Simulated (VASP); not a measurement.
A run of VASP 6.6.1 is set up as follows.

File INCAR:

```
SYSTEM = Mo
  ALGO = Normal
  EDIFF = 1E-6
  ENCUT = 520
  GGA = PE
  ISIF = 2
  ISMEAR = -1
  LASPH = .TRUE.
  LCHARG = .FALSE.
  LREAL = .FALSE.
  LWAVE = .FALSE.
  NBANDS = 13
  NELM = 80
  PREC = Accurate
  SIGMA = 0.15
```

Contents of KPOINTS:

```
k-points
0
G
  10 10 10
  0 0 0
```

Contents of POSCAR:

```
Mo
1.0
    0.0000000000      1.9633103741      1.9633103741
    1.9633103741      0.0000000000      1.9633103741
    1.9633103741      1.9633103741      0.0000000000
Mo
1
Direct
    0.0000000000      0.0000000000      0.0000000000
```

Potentials or basis: VASP PAW PBE potentials, release 64 (Mo_sv).

Run with:

```console
$ cat potpaw_PBE.64/Mo_sv/POTCAR > POTCAR
$ mpirun -np 1 vasp_std > vasp.out
```

(1) Predict the band gap on the k mesh.

(2) Estimate the pressure.

Answers

(1) zero (band 7 reaches 17.00 eV, above the bottom of band 8 at 11.89 eV).

(2) 16.2 GPa.
